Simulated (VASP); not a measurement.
A run of VASP 6.6.1 is set up as follows.

The input INCAR:

```
PREC = Accurate
ENCUT = 520
EDIFF = 1E-6
ISMEAR = 0
SIGMA = 0.15
LREAL = F
LASPH = T
NELM = 60
ALGO = Fast
ISIF = 2
LWAVE = F
LCHARG = F
NBANDS = 14
```

The input KPOINTS:

```
Automatic mesh
0
Gamma
  15 15 8
```

Contents of POSCAR:

```
Na
1.0
    3.4761407018      0.0000000000      0.0000000000
   -1.7380703509      3.0104261549      0.0000000000
    0.0000000000      0.0000000000      5.8981745703
Na
2
Direct
    0.1400154968      0.6666666667      0.2500000000
    0.8599845032      0.3333333333      0.7500000000
```

Potentials or basis: VASP PAW LDA potentials, release 64 (Na_pv).

Run with:

```bash
$ cat potpaw_LDA.64/Na_pv/POTCAR > POTCAR
$ mpirun -np 1 vasp_std > vasp.out
```

**Question.** What does it give for the largest force?

**Answer.** 0.142 eV/Å.

**Question.** Predict the pressure.

**Answer.** 0.9 GPa.

**Question.** What does it give for the band gap on the k mesh?

**Answer.** Zero (bands 7 and 8 overlap by 5.00 eV).

Stress tensor (GPa, compression positive):
```
0.29 0.35 0.00
0.35 0.92 0.00
0.00 0.00 1.57
```

Caveat: the cell differs from its parent crystal (atoms displaced along a vibrational mode, the cell strained).
